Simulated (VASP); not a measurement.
Input of a VASP 6.6.1 run:

The input INCAR:

```
SYSTEM = La2O3
PREC     = Accurate       ! precision mode
ENCUT    = 520            ! plane-wave cutoff, eV
EDIFF    = 1E-6           ! SCF threshold, eV
ISMEAR   = 0              ! smearing method
SIGMA    = 0.1            ! smearing width, eV
LREAL    = .False.        ! projectors in reciprocal space
LASPH    = .True.         ! aspherical terms in the spheres
NELM     = 60             ! most SCF steps
ALGO     = Normal         ! electronic algorithm
ISIF     = 2              ! what is computed and relaxed
LWAVE    = .False.        ! write WAVECAR
LCHARG   = .False.        ! write CHGCAR
GGA      = PE             ! functional
NBANDS   = 51             ! bands
```

The input KPOINTS:

```
Automatic mesh
0
Gamma
  4 2 2
  0 0 0
```

POSCAR

```
La2O3
1.0
    0.0009651116      0.0029260936     -3.2860255180
    3.1851228762     -5.5270928850      0.0040350382
   -9.5569473123     -5.5281500402      0.0079179630
La O
4 6
Direct
    0.4997418329      0.5007533002      0.8333652708
    0.5004954862     -0.0011177431      0.3332169772
    0.4988306712      0.0010891626      0.6667076690
    0.5010951814      0.4992635589      0.1667285568
    0.9990629344      0.7512183916      0.7504334570
    0.0008626737      0.2489442149      0.2498003229
    1.0002904837      0.4999332157      0.9999256061
    0.9996378561      0.9997632822      0.5000147778
    0.9991470517      0.2511854655      0.7497156584
    1.0008358286      0.7489671515      0.2500917042
```

Potentials or basis: VASP PAW PBE potentials, release 64 (La, O).

The run is started by

```bash
$ cat potpaw_PBE.64/La/POTCAR potpaw_PBE.64/O/POTCAR > POTCAR
$ mpirun -np 1 vasp_std > vasp.out
```

(1) Estimate the pressure.

(2) What does it give for the band gap on the k mesh?

Answers

(1) -0.3 GPa.

(2) 1.64 eV.

Caveat: the k points lie up to 0.49 Å⁻¹ apart; spin-orbit coupling is left out, which moves the levels of the heavy elements.
